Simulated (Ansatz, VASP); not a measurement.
# One calculation of HfO2, two programs

The input INCAR:

```
PREC = Accurate
ENCUT = 520
EDIFF = 1E-8
ISMEAR = -1
SIGMA = 0.01
LREAL = False
LASPH = True
NELM = 60
ALGO = Normal
ISIF = 2
LWAVE = False
LCHARG = False
GGA = PE
LEFG = True
NBANDS = 18
```

KPOINTS

```
regular mesh
0
Gamma
  9 9 9
```

Contents of POSCAR:

```
HfO2
1.0
    0.0511500000      2.5830750000      2.5830750000
    2.5830750000      0.0511500000      2.5830750000
    2.5830750000      2.5830750000      0.0511500000
Hf O
1 2
Direct
    0.0000000000      0.0000000000      0.0000000000
    0.2500000000      0.2500000000      0.2500000000
    0.7500000000      0.7500000000      0.7500000000
```

Input for Ansatz:

```yaml
crystal:
  lattice:
    - [0.05115, 2.583075, 2.583075]
    - [2.583075, 0.05115, 2.583075]
    - [2.583075, 2.583075, 0.05115]
  atoms:
    - { symbol: Hf, position: [0.0, 0.0, 0.0] }
    - { symbol: O, position: [0.25, 0.25, 0.25] }
    - { symbol: O, position: [0.75, 0.75, 0.75] }
kpoints:
  mp_grid: { grid: [9, 9, 9] }
scf:
  occupations: { method: fermi_dirac, width: 0.01 }
hamiltonian:
  xc: pbe
  pseudopotentials: { kind: all_electron, datasets: crystal }
output:
  forces: true
  stress: true
  eigenvalues: true
  efg: { contact_densities: true }
```

Change from the starting cell: equal xy, yz and zx shear strains of +2 %, crystal datasets.

Alike in both runs: task electric field gradients; functional PBE; k mesh 9 × 9 × 9; occupations fermi-dirac, width 0.01 eV; no spin polarisation.

|  | VASP | Ansatz |
| --- | --- | --- |
| version | VASP 6.6.1 | Ansatz 0.2.0 |
| potentials or method | VASP PAW PBE potentials, release 64 (Hf_pv, O), cutoff 520 eV | all-electron PAW with datasets made for the crystal, scalar-relativistic |

VASP gave:

* gap on the k mesh at the Fermi level (eV): 3.84
* pressure (GPa): -5.7
* traceless stress, the component that is largest in VASP (GPa): -1.40
* rms of the force components (eV/Å): 0.078
* size of Vzz on the site where it differs most (V/Å²): 65.3

**Question.** Which values does Ansatz return?

**Answer.** gap on the k mesh at the Fermi level (eV): 3.83; pressure (GPa): -2.1; traceless stress, the component that is largest in VASP (GPa): -1.49; rms of the force components (eV/Å): 0.088; size of Vzz on the site where it differs most (V/Å²): 77.1.

Atom by atom the forces differ by 0.010 eV/Å (rms over components). Ansatz ran all-electron here, and VASP with PAW potentials.

Neither program's run includes spin-orbit coupling.
